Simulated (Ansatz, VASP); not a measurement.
**Two plane-wave programs on C**

File INCAR:

```
PREC = Accurate
ENCUT = 520
EDIFF = 1E-6
ISMEAR = 0
SIGMA = 0.15
LREAL = False
LASPH = True
NELM = 60
ALGO = Normal
ISIF = 2
LWAVE = False
LCHARG = False
GGA = PE
IVDW = 12
NBANDS = 16
```

Contents of KPOINTS:

```
Automatic mesh
0
Gamma
  18 12 10
```

POSCAR

```
C
1.0
   -2.4646600698      0.0000000000      0.0000000000
    0.0000000000      0.0000000000     -3.5719696368
    0.0000000000     -4.2689164642      0.0000000000
C
4
Direct
    0.5000000000      0.0000000000      0.1694776845
    0.0000000000      0.0000000000      0.6413675069
    0.0000000000      0.0000000000      0.3305223155
    0.5000000000      0.0000000000      0.8586324931
```

Input for Ansatz:

```yaml
crystal:
  lattice:
    - [-2.4646600698, 0.0, 0.0]
    - [0.0, 0.0, -3.5719696368]
    - [0.0, -4.2689164642, 0.0]
  atoms:
    - { symbol: C, position: [0.5, 0.0, 0.1694776845] }
    - { symbol: C, position: [0.0, 0.0, 0.6413675069] }
    - { symbol: C, position: [0.0, 0.0, 0.3305223155] }
    - { symbol: C, position: [0.5, 0.0, 0.8586324931] }
basis:
  ecutwfc: 520.0
kpoints:
  mp_grid: { grid: [18, 12, 10] }
hamiltonian:
  xc: pbe
  pseudopotentials: { kind: paw, azcp: { folder: soft_1 } }
  dispersion: d3bj
scf:
  occupations: { method: gaussian, width: 0.15 }
output:
  forces: true
  stress: true
  eigenvalues: true
```

Change from the starting cell: mode 8 frozen in at -0.060 Å and mode 12 at +0.048 Å (largest displacements).

Alike in both runs: task single point; functional PBE; dispersion D3(BJ); k mesh 18 × 12 × 10; occupations gaussian, width 0.15 eV; no spin polarisation.

|  | VASP | Ansatz |
| --- | --- | --- |
| version | VASP 6.6.1 | Ansatz 0.2.0 |
| potentials or method | VASP PAW PBE potentials, release 64 (C), cutoff 520 eV | scalar-relativistic, plane waves, PAW |
| valence electrons in the cell | 16 | 16 |

VASP gave:

- gap on the k mesh at the Fermi level (eV): none
- pressure (GPa): 7.4
- traceless stress, the component that is largest in VASP (GPa): 11.47
- rms of the force components (eV/Å): 4.014

Problem. What did Ansatz give for the same quantities?

Solution. gap on the k mesh at the Fermi level (eV): none; pressure (GPa): 7.0; traceless stress, the component that is largest in VASP (GPa): 11.11; rms of the force components (eV/Å): 4.003.

Atom by atom the forces differ by 0.012 eV/Å (rms over components). A gap of «none» marks a metal or a gap that the smearing closes.
